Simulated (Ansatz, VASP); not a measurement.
**Two plane-wave programs on Sc2AlN3**

```
Sc Al N
1.0
     3.10270    0.00000    0.00000
    -1.55135    2.68701    0.00000
     0.00000    0.00000    7.54431
Sc Al N
2 1 3
Cartesian
  0.0000 1.7913 2.4511
  1.5513 0.8957 5.0932
  0.0000 0.0000 0.0000
  0.0000 1.7913 6.4094
  1.5513 0.8957 1.1349
  0.0000 0.0000 3.7722
```

Change from the starting cell: species swapped into the Li3PrBi2 type (P-3m1, No. 164).

Alike in both runs: functional PBE; k mesh 6 × 6 × 4; occupations gaussian, width 0.1 eV; no spin polarisation.

Ansatz relaxed the structure, and its values are those at the end. VASP's run is a single point on that final structure, the one shown.

|  | VASP | Ansatz |
| --- | --- | --- |
| version | VASP 6.6.1 | Ansatz 0.2.0 |
| potentials or method | VASP PAW PBE potentials, release 64 (Sc_sv, Al, N), cutoff 520 eV | scalar-relativistic, plane waves, PAW |
| valence electrons in the cell | 40 | 40 |

|  | VASP | Ansatz | Ansatz less VASP |
| --- | --- | --- | --- |
| gap on the k mesh at the Fermi level (eV) | 0.40 | 0.42 | +0.023 |
| least direct gap on the mesh (eV) | 1.85 | 1.86 | +0.017 |
| pressure (GPa) | 0.7 | 0.0 | -0.73 |
| rms of the force components (eV/Å) | 0.024 | 0.004 | -0.0208 |
